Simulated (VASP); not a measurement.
Input of a VASP 6.6.1 run:

Contents of INCAR:

```
ALGO = Normal
EDIFF = 1E-6
EDIFFG = -0.01
ENCUT = 600
GGA = RP
IBRION = 2
ISIF = 3
ISMEAR = -1
ISPIN = 2
LASPH = True
LCHARG = False
LMAXMIX = 4
LORBIT = 11
LREAL = False
LWAVE = False
MAGMOM = 0.8
NELM = 150
NSW = 80
PREC = Accurate
SIGMA = 0.05
```

KPOINTS

```
k-points
0
Gamma
  16 16 16
```

Contents of POSCAR:

```
Ni
1.0
   -1.3984527048      1.3984527048      1.3984527048
    1.3984527048     -1.3984527048      1.3984527048
    1.3984527048      1.3984527048     -1.3984527048
Ni
1
Direct
    0.0000000000      0.0000000000      0.0000000000
```

Potentials or basis: VASP PAW PBE potentials, release 64 (Ni).

Command:

```sh
$ cat potpaw_PBE.64/Ni/POTCAR > POTCAR
$ mpirun -np 1 vasp_std > vasp.out
```

Problem. What does it give for the net moment?

Solution. 0.56 μB per cell.

Problem. What does it give for the relaxed volume?

Solution. 11.32 Å³/atom.

Problem. Estimate the space group after relaxing (to 0.1 Å).

Solution. Im-3m (No. 229).

Final structure:
```
Ni
1.0
    -1.41433    1.41433    1.41433
     1.41433   -1.41433    1.41433
     1.41433    1.41433   -1.41433
Ni
1
Direct
  0.00000 0.00000 0.00000
```

Caveat: the PAW data sets were made with another functional, which shifts forces and pressure a little.
